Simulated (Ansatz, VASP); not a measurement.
Ti in VASP and in Ansatz

```
CELL_PARAMETERS angstrom
2.93858 0.00000 0.00000
-1.46929 2.54489 0.00000
0.00000 0.00000 4.65043
ATOMIC_POSITIONS crystal
Ti 0.33333 0.66667 0.25000
Ti 0.66667 0.33333 0.75000
```

Alike in both runs: task relaxation of cell and atoms; functional PBE; k mesh 18 × 18 × 10; occupations fermi-dirac, width 0.15 eV; no spin polarisation.

|  | VASP | Ansatz |
| --- | --- | --- |
| version | VASP 6.6.1 | Ansatz 0.2.0 |
| potentials or method | VASP PAW PBE potentials, release 64 (Ti_sv), cutoff 600 eV | scalar-relativistic, plane waves, PAW |
| valence electrons in the cell | 24 | 24 |

```csv
,VASP,Ansatz,Ansatz less VASP
"gap on the k mesh at the Fermi level, each at its own relaxed structure (eV)",none,none,-
relaxed volume (Å³/atom),17.42,17.46,+0.043
relaxed cell length with the largest relative difference (Å),4.660,4.664,+0.0042
```

A gap of «none» marks a metal or a gap that the smearing closes.
